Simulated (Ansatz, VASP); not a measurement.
**GaN: VASP beside Ansatz**

```xyz
2
Lattice="0.0000 2.1499 2.1499 2.1499 0.0000 2.1499 2.1499 2.1499 0.0000" Properties=species:S:1:pos:R:3 pbc="T T T"
Ga    2.1499    2.1499    2.1499
N     0.0000    0.0000    0.0000
```

Alike in both runs: task single point; functional r2SCAN; k mesh 8 × 8 × 8; no spin polarisation.

|  | VASP | Ansatz |
| --- | --- | --- |
| version | VASP 6.6.1 | Ansatz 0.2.0 |
| potentials or method | VASP PAW PBE potentials, release 64 (Ga_d, N) | plane waves, PAW |
| plane-wave cutoff (eV) | 520 | 500 |
| occupations | gaussian, width 0.01 eV | fixed |
| valence electrons in the cell | 18 | 18 |

```csv
,VASP,Ansatz,Ansatz less VASP
gap on the k mesh at the Fermi level (eV),0.78,0.80,+0.021
pressure (GPa),-11.6,-12.5,-0.85
```

VASP's potentials were made for PBE, not for r2SCAN.
